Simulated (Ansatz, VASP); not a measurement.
## Cs: VASP beside Ansatz

```
Cs
1.0
     5.81091    0.00000    0.00000
    -2.90545    5.03239    0.00000
     0.00000    0.00000   19.07234
Cs
4
Cartesian
  0.0000 0.0000 19.0723
  -2.9055 5.0324 9.5362
  0.0000 3.3549 4.7681
  2.9055 1.6775 14.3043
```

Alike in both runs: task single point; functional revPBE; k mesh 7 × 7 × 2; occupations fermi-dirac, width 0.1 eV; no spin polarisation.

|  | VASP | Ansatz |
| --- | --- | --- |
| version | VASP 6.6.1 | Ansatz 0.2.0 |
| potentials or method | VASP PAW PBE potentials, release 64 (Cs_sv), cutoff 520 eV | plane waves (420 eV) with PAW, scalar-relativistic |
| valence electrons in the cell | 36 | 36 |

|  | VASP | Ansatz | Ansatz less VASP |
| --- | --- | --- | --- |
| pressure (GPa) | -0.1 | -0.1 | +0.01 |

VASP's potentials were made for PBE, not for revPBE.

Neither program's run includes spin-orbit coupling.
